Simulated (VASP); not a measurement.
Wanted: the native input for a VASP 6.6.1 run.

| Item | Value |
| --- | --- |
| Task | single point |
| Functional | revPBE |
| Potentials or basis | VASP PAW PBE potentials, release 64 (Hf_pv, B) |
| Cutoff | 500 eV |
| k mesh | 8 × 8 × 8 |
| Occupations | gaussian, width 0.05 eV |
| Spin | no spin polarisation |
| Dipole correction | no |
| Further INCAR settings | ALGO = Normal; EDIFF = 1e-06; NBANDS = 14 |

The structure of HfB lies in POSCAR:

```
HfB
1.0
    0.0000000000      2.3100005622      2.3100005622
    2.3100005622      0.0000000000      2.3100005622
    2.3100005622      2.3100005622      0.0000000000
Hf B
1 1
Direct
    0.5000000000      0.5000000000      0.5000000000
    0.0000000000      0.0000000000      0.0000000000
```

These files were run (other wordings do the same):

INCAR

```
PREC = Accurate
ENCUT = 500
EDIFF = 1E-6
ISMEAR = 0
SIGMA = 0.05
LREAL = F
LASPH = T
NELM = 120
ALGO = Normal
ISIF = 2
LWAVE = F
LCHARG = T
GGA = RE
LELF = T
LVHAR = T
NBANDS = 14
GGA_COMPAT = F
```

KPOINTS

```
Automatic mesh
0
Gamma
  8 8 8
```

Potentials or basis: VASP PAW PBE potentials, release 64 (Hf_pv, B).

The run is started by

```bash
$ cat potpaw_PBE.64/Hf_pv/POTCAR potpaw_PBE.64/B/POTCAR > POTCAR
$ mpirun -np 1 vasp_std > vasp.out
```

It gave:

```yaml
Pressure: 33.6 GPa
```

Caveat: the PAW data sets were made with another functional, which shifts forces and pressure a little.

It took 7.5 s on 1 thread of Intel Xeon 6975P-C, with other jobs on the host, peak memory 0.14 GiB.
